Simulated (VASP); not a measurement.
# WC (I4/mmm) in VASP: notebook

WC is run at these levels: PBEsol; tasks: single point.

Program: VASP 6.6.1. These are calculated values, not measurements. Logs are shortened: lines on timing, memory, paths and dates and some standing lists are left out, and cuts for length are marked.

### 1 The cell of the first run

Symmetry: I4/mmm, No. 139, tetragonal system. The conventional cell has a = 3.101 Å, b = 3.101 Å, c = 4.210 Å, α = 90.00°, β = 90.00°, γ = 90.00°. W (site symmetry 4/mmm) has 6 C at 2.10 to 2.19 Å within 2.8 Å. C (site symmetry 4/mmm) has 6 W at 2.10 to 2.19 Å within 2.8 Å.

### 2 Single point, PBEsol (strain +0.000 along x and y, -0.040 along z)

INCAR reads:

```
PREC     = Accurate       # precision mode
ENCUT    = 520            # plane-wave cutoff, eV
EDIFF    = 1E-6           # SCF threshold, eV
ISMEAR   = 0              # smearing method
SIGMA    = 0.15           # smearing width, eV
LREAL    = False          # projectors in reciprocal space
LASPH    = True           # aspherical terms in the spheres
NELM     = 100            # most SCF steps
ALGO     = Normal         # electronic algorithm
ISIF     = 2              # what is computed and relaxed
LWAVE    = False          # write WAVECAR
LCHARG   = False          # write CHGCAR
GGA      = PS             # functional
NBANDS   = 16             # bands
```

KPOINTS reads:

```
regular mesh
0
Gamma
  18 18 18
```

POSCAR reads:

```
WC
1.0
    0.0000000000      2.1926840000      2.1049766400
    2.1926840000      0.0000000000      2.1049766400
    2.1926840000      2.1926840000      0.0000000000
W C
1 1
Direct
    0.0000000000      0.0000000000      0.0000000000
    0.5000000000      0.5000000000      0.5000000000
```

Potentials or basis: VASP PAW PBE potentials, release 64 (W_sv, C).

Started as:

```
$ cat potpaw_PBE.64/W_sv/POTCAR potpaw_PBE.64/C/POTCAR > POTCAR
$ mpirun -np 1 vasp_std > vasp.out
```

OUTCAR:

```text
PREC = Accurate
   ENCUT = 520
   EDIFF = 1E-6
   ISMEAR = 0
   LREAL = False
   LASPH = True
   NELM = 100
   ISIF = 2
   GGA = PS

 ion  position               nearest neighbor table
   1  0.000  0.000  0.000-   2 2.10   2 2.10   2 2.19   2 2.19   2 2.19   2 2.19
   2  0.500  0.500  0.500-   1 2.10   1 2.10   1 2.19   1 2.19   1 2.19   1 2.19

  LATTYP: Found a body centered tetragonal cell.
 ALAT       =     3.1009234508
 C/A-ratio  =     1.3576450199

  Lattice vectors:

 A1 = (   0.0000000000,  -2.1926840000,  -2.1049766400)
 A2 = (   0.0000000000,   2.1926840000,  -2.1049766400)
 A3 = (   2.1926840000,   0.0000000000,   2.1049766400)

Analysis of symmetry for initial positions (statically):
=====================================================================
 Subroutine PRICEL returns:
 Original cell was already a primitive cell.

 Routine SETGRP: Setting up the symmetry group for a
 body centered tetragonal supercell.

 Subroutine GETGRP returns: Found 16 space group operations
 (whereof 16 operations were pure point group operations)
 out of a pool of 16 trial point group operations.

The static configuration has the point symmetry D_4h.

Analysis of symmetry for dynamics (positions and initial velocities):
=====================================================================
 Subroutine PRICEL returns:
 Original cell was already a primitive cell.

 Routine SETGRP: Setting up the symmetry group for a
 body centered tetragonal supercell.

 Subroutine GETGRP returns: Found 16 space group operations
 (whereof 16 operations were pure point group operations)
 out of a pool of 16 trial point group operations.

The dynamic configuration has the point symmetry D_4h.

 Subroutine INISYM returns: Found 16 space group operations
 (whereof 16 operations are pure point group operations),
 and found     1 'primitive' translations

----------------------------------------------------------------------------------------

                                     Primitive cell

  volume of cell :      20.2409

  direct lattice vectors                    reciprocal lattice vectors
     0.000000000  2.192684000  2.104976640    -0.228031034  0.228031034  0.237532327
     2.192684000  0.000000000  2.104976640     0.228031034 -0.228031034  0.237532327
     2.192684000  2.192684000  0.000000000     0.228031034  0.228031034 -0.237532327

  length of vectors
     3.039537757  3.039537757  3.100923451     0.400522049  0.400522049  0.400522049

  position of ions in fractional coordinates (direct lattice)
     0.000000000  0.000000000  0.000000000
     0.500000000  0.500000000  0.500000000

  ion indices of the primitive-cell ions
   primitive index   ion index
                 1           1
                 2           2

----------------------------------------------------------------------------------------

 KPOINTS: regular mesh

Automatic generation of k-mesh.
 Grid dimensions read from file:
 generate k-points for:   18   18   18

 Generating k-lattice:

  Cartesian coordinates                     Fractional coordinates (reciprocal lattice)
    -0.012668391  0.012668391  0.013196240     0.055555556  0.000000000  0.000000000
     0.012668391 -0.012668391  0.013196240     0.000000000  0.055555556  0.000000000
     0.012668391  0.012668391 -0.013196240     0.000000000  0.000000000  0.055555556

  Length of vectors
     0.022251225  0.022251225  0.022251225

  Shift w.r.t. Gamma in fractional coordinates (k-lattice)
     0.000000000  0.000000000  0.000000000

 Subroutine IBZKPT returns following result:
 ===========================================

 Found    480 irreducible k-points:

 Following reciprocal coordinates:
            Coordinates               Weight
  0.000000  0.000000  0.000000      1.000000
  0.055556  0.000000  0.000000      8.000000
  0.111111  0.000000  0.000000      8.000000
  0.166667  0.000000  0.000000      8.000000
  0.222222  0.000000  0.000000      8.000000
  0.277778  0.000000  0.000000      8.000000
[... 16 lines left out ...]
 -0.277778  0.055556  0.000000      8.000000
 -0.222222  0.055556  0.000000      8.000000
 [... further k-points ...]
   k-points           NKPTS =    480   k-points in BZ     NKDIM =    480   number of bands    NBANDS=     16
   number of dos      NEDOS =    301   number of ions     NIONS =      2
   total plane-waves  NPLWV =  13824
   dimension x,y,z NGX =    24 NGY =   24 NGZ =   24
   dimension x,y,z NGXF=    48 NGYF=   48 NGZF=   48
   ions per type =               1   1
   NGX,Y,Z   is equivalent  to a cutoff of  13.13, 13.13, 12.87 a.u.
   NGXF,Y,Z  is equivalent  to a cutoff of  26.25, 26.25, 25.73 a.u.
 SYSTEM =  unknown system
   PREC   = accura    normal or accurate (medium, high low for compatibility)
   ISTART =      0    job   : 0-new  1-cont  2-samecut
   ICHARG =      2    charge: 1-file 2-atom 10-const
   ISPIN  =      1    spin polarized calculation?
   LNONCOLLINEAR =      F non collinear calculations
   LSORBIT =      F    spin-orbit coupling
   LASPH  =      T    aspherical Exc in radial PAW
   ENCUT  =  520.0 eV  38.22 Ry    6.18 a.u.   5.65  5.65  5.77*2*pi/ulx,y,z
   NELM   =    100;   NELMIN=  2; NELMDL= -5     # of ELM steps
   EDIFF  = 0.1E-05   stopping-criterion for ELM
   LREAL  =      F    real-space projection
   EDIFFG = 0.1E-04   stopping-criterion for IOM
   NSW    =      0    number of steps for IOM
   IBRION =     -1    ionic relax: 0-MD 1-quasi-New 2-CG
   NFREE  =      0    steps in history (QN), initial steepest desc. (CG)
   ISIF   =      2    stress and relaxation
   ISYM   =      2    0-nonsym 1-usesym 2-fastsym
   POTIM  = 0.5000    time-step for ionic-motion
   TEBEG  =    0.0;   TEEND  =   0.0 temperature during run
   PSTRESS=    0.0 pullay stress
   NELECT =      18.0000    total number of electrons
   NUPDOWN=      -1.0000    fix difference up-down
   EMIN   =  10.00;   EMAX   =-10.00  energy-range for DOS
   EFERMI =   0.00;   METHOD = LEGACY
   ISMEAR =     0;   SIGMA  =   0.15  broadening in eV -4-tet -1-fermi 0-gaus
   EFERMI_NEDOS =   21; number of points for ismear=-14 and -15
   IALGO  =     38    algorithm
   IMIX   =      4    mixing-type and parameters
     AMIX     =   0.40;   BMIX     =  1.00
     AMIX_MAG =   1.60;   BMIX_MAG =  1.00
  volume/ion in A,a.u.               =      10.12        68.30
  Fermi-wavevector in a.u.,A,eV,Ry     =   1.574306  2.975007 33.721224  2.478440
  Thomas-Fermi vector in A             =   2.675460
   LORBIT       =      0    0 simple, 1 ext, 2 COOP (PROOUT), +10 PAW based schemes
   GGA     = PS    functional components
   LHFCALC =     F    Hartree Fock is set to
   AEXX    =    0.0000 exact exchange contribution
   IVDW    =     0    specifies the selected vdW correction
   LEPSILON=     F    determine dielectric tensor
   LRPA    =     F    only Hartree local field effects (RPA)
 non-spin polarized calculation
 Gauss-broadening in eV      SIGMA  =   0.15
  energy-cutoff  :      520.00
  volume of cell :       20.24
 maximum number of plane-waves:       560
   NGX = 11   NGY = 11   NGZ = 11

 number of electron      17.9999998 magnetization

 Free energy of the ion-electron system (eV)
  ---------------------------------------------------
  ext. energy  EPLUGINS =         0.00000000
  ---------------------------------------------------
  free energy    TOTEN  =       -22.94704476 eV

  energy without entropy =      -22.93734896  energy(sigma->0) =      -22.94219686

 E-fermi :  12.8711     XC(G=0): -14.0668

 val. band max:       12.8708155759   @ k =   0.1667   0.0556   0.1111
 cond. band min:      12.8717198670   @ k =   0.3333   0.1111   0.0556
 fundamental gap:      0.0009042911
 Fermi energy:        12.8710550288

 k-point     1 :       0.0000    0.0000    0.0000
  band No.  band energies     occupation
      1     -62.4525      2.00000
      2     -26.4563      2.00000
      3     -26.4449      2.00000
      4     -26.4449      2.00000
      5      -3.2620      2.00000
      6       9.8039      2.00000
[... 8 lines left out ...]
     15      22.4836      0.00000
     16      36.1177      0.00000

 k-point     2 :       0.0556    0.0000    0.0000
  band No.  band energies     occupation
      1     -62.4511      2.00000
      2     -26.4728      2.00000
      3     -26.4520      2.00000
      4     -26.4479      2.00000
      5      -3.1692      2.00000
      6       9.5577      2.00000
[... 8 lines left out ...]
     15      22.7044      0.00000
     16      35.3028      0.00000

 k-point     3 :       0.1111    0.0000    0.0000
  band No.  band energies     occupation
      1     -62.4472      2.00000
      2     -26.5345      2.00000
      3     -26.4578      2.00000
      4     -26.4565      2.00000
      5      -2.8965      2.00000
      6       8.8418      2.00000
[... 8 lines left out ...]
     15      23.3244      0.00000
     16      33.5190      0.00000

 k-point     4 :       0.1667    0.0000    0.0000
  band No.  band energies     occupation
      1     -62.4411      2.00000
      2     -26.6294      2.00000
      3     -26.4696      2.00000
      4     -26.4649      2.00000
      5      -2.4595      2.00000
      6       7.9179      2.00000
[... 8 lines left out ...]
     15      24.1991      0.00000
     16      31.7461      0.00000
[... 324 lines left out ...]
 k-point    22 :      -0.3333    0.0556    0.0000
  band No.  band energies     occupation
      1     -62.4155      2.00000
      2     -26.9957      2.00000
      3     -26.5205      2.00000
      4     -26.5175      2.00000
      5      -0.1958      2.00000
      6       4.6705      2.00000
[... 8 lines left out ...]
     15      26.1917      0.00000
     16      27.2822      0.00000

 k-point    23 :      -0.2778    0.0556    0.0000
  band No.  band energies     occupation
      1     -62.4226      2.00000
      2     -26.8917      2.00000
      3     -26.5143      2.00000
      4     -26.5004      2.00000
      5      -0.9550      2.00000
      6       5.5711      2.00000
[... 8 lines left out ...]
     15      25.7616      0.00000
     16      28.2060      0.00000

 k-point    24 :      -0.2222    0.0556    0.0000
  band No.  band energies     occupation
      1     -62.4305      2.00000
      2     -26.7753      2.00000
      3     -26.5055      2.00000
      4     -26.4829      2.00000
      5      -1.6509      2.00000
      6       6.5178      2.00000
[... 8 lines left out ...]
     15      25.3503      0.00000
     16      28.9500      0.00000

 [... further k-points ...]
[... 5 lines left out ...]
  --------------------------------------------------------------------------------------
  -------------------------------------------------------------------------------------
  Total       -0.2499469     -0.2499469      3.5356608      0.0000000     -0.0000000     -0.0000000
  in kB      -19.7846757    -19.7846757    279.8670750      0.0000000     -0.0000000     -0.0000000
  external PRESSURE =      80.0992412 kB  Pullay stress =       0.0000000 kB

 VOLUME and BASIS-vectors are now :
 -----------------------------------------------------------------------------
  energy-cutoff  :      520.00
  volume of cell :       20.24
      direct lattice vectors                 reciprocal lattice vectors
     0.000000000  2.192684000  2.104976640    -0.228031034  0.228031034  0.237532327
     2.192684000  0.000000000  2.104976640     0.228031034 -0.228031034  0.237532327
     2.192684000  2.192684000  0.000000000     0.228031034  0.228031034 -0.237532327

 POSITION                                       TOTAL-FORCE (eV/Angst)
 -----------------------------------------------------------------------------------
      0.00000      0.00000      0.00000         0.000000      0.000000     -0.000000
      2.19268      2.19268      2.10498         0.000000      0.000000      0.000000
 -----------------------------------------------------------------------------------
    total drift:                                0.000000     -0.000000     -0.000000

  FREE ENERGIE OF THE ION-ELECTRON SYSTEM (eV)
  ---------------------------------------------------
  free  energy   TOTEN  =       -22.9470447610 eV

  energy  without entropy=      -22.9373489606  energy(sigma->0) =      -22.94219686
```

Wall time 62 s (1 thread of Intel Xeon 6975P-C, shared host); peak memory 0.27 GiB.

Results:

| Quantity | Value |
| --- | --- |
| Free energy | -22.9470 eV |
| Pressure | 8.0 GPa |
| Band gap on the k mesh | zero (band 9 reaches 13.85 eV, above the bottom of band 10 at 10.75 eV) |

Stress tensor (GPa, compression positive):
```
-1.98  0.00  0.00
 0.00 -1.98  0.00
 0.00  0.00 27.99
```

Levels at points of the mesh, in eV from the Fermi level:
```
           k point  band 5  band 6  band 7  band 8  band 9  band 10  band 11  band 12  band 13  band 14
(0.00, 0.00, 0.00)  -16.13   -3.07   -3.07   -2.55   -1.25    -1.17    -1.17    -0.94    -0.84     7.14
(0.50, 0.00, 0.00)  -11.19  -10.16   -6.92   -6.85    0.98     1.34     2.56     4.95     8.78     9.69
(0.50, 0.50, 0.00)  -13.84   -6.12   -5.31   -2.73   -2.73     1.00     2.46     2.46     6.27     7.68
(0.50, 0.00, 0.50)  -13.91   -6.08   -5.83   -2.51   -2.34     0.86     2.23     2.67     5.63     8.08
```

Caveat: the cell differs from its parent crystal (strain +0.000 along x and y, -0.040 along z); the PAW data sets were made with another functional, which shifts forces and pressure a little; spin-orbit coupling is left out, which moves the levels of the heavy elements.

### 3 Single point, PBEsol (strain -0.040 along x and y, +0.040 along z)

INCAR reads:

```
PREC     = Accurate       # precision mode
ENCUT    = 520            # plane-wave cutoff, eV
EDIFF    = 1E-6           # SCF threshold, eV
ISMEAR   = 0              # smearing method
SIGMA    = 0.15           # smearing width, eV
LREAL    = F              # projectors in reciprocal space
LASPH    = T              # aspherical terms in the spheres
NELM     = 80             # most SCF steps
ALGO     = Normal         # electronic algorithm
ISIF     = 2              # what is computed and relaxed
LWAVE    = F              # write WAVECAR
LCHARG   = F              # write CHGCAR
GGA      = PS             # functional
NBANDS   = 16             # bands
```

KPOINTS is that of step 2.

POSCAR reads:

```
WC
1.0
    0.0000000000      2.1049766400      2.2803913600
    2.1049766400      0.0000000000      2.2803913600
    2.1049766400      2.1049766400      0.0000000000
W C
1 1
Direct
    0.0000000000      0.0000000000      0.0000000000
    0.5000000000      0.5000000000      0.5000000000
```

Potentials or basis: VASP PAW PBE potentials, release 64 (W_sv, C).

Started as:

```
$ cat potpaw_PBE.64/W_sv/POTCAR potpaw_PBE.64/C/POTCAR > POTCAR
$ mpirun -np 1 vasp_std > vasp.out
```

Run time: 71 s. Hardware: 1 thread of Intel Xeon 6975P-C, shared host; peak memory 0.27 GiB.

It converged, with:

* Free energy: -22.8292 eV
* Pressure: 12.7 GPa
* Band gap on the k mesh: zero (band 9 reaches 13.85 eV, above the bottom of band 10 at 10.86 eV)

Stress tensor (GPa, compression positive):
```
 28.18   0.00   0.00
  0.00  28.18   0.00
  0.00   0.00 -18.38
```

Levels at points of the mesh, in eV from the Fermi level:
```tsv
k point	band 6	band 7	band 8	band 9	band 10	band 11	band 12	band 13
(0.00, 0.00, 0.00)	-3.57	-2.50	-2.50	-1.73	-1.34	-0.96	-0.96	-0.50
(0.50, 0.00, 0.00)	-10.17	-7.02	-6.85	0.94	1.50	2.68	4.90	8.03
(0.50, 0.50, 0.00)	-6.24	-6.08	-2.15	-2.15	0.91	2.44	2.44	5.07
(0.50, 0.00, 0.50)	-6.07	-5.31	-2.78	-2.56	0.83	1.91	3.00	6.36
```

Caveat: the cell differs from its parent crystal (strain -0.040 along x and y, +0.040 along z); the PAW data sets were made with another functional, which shifts forces and pressure a little; spin-orbit coupling is left out, which moves the levels of the heavy elements.
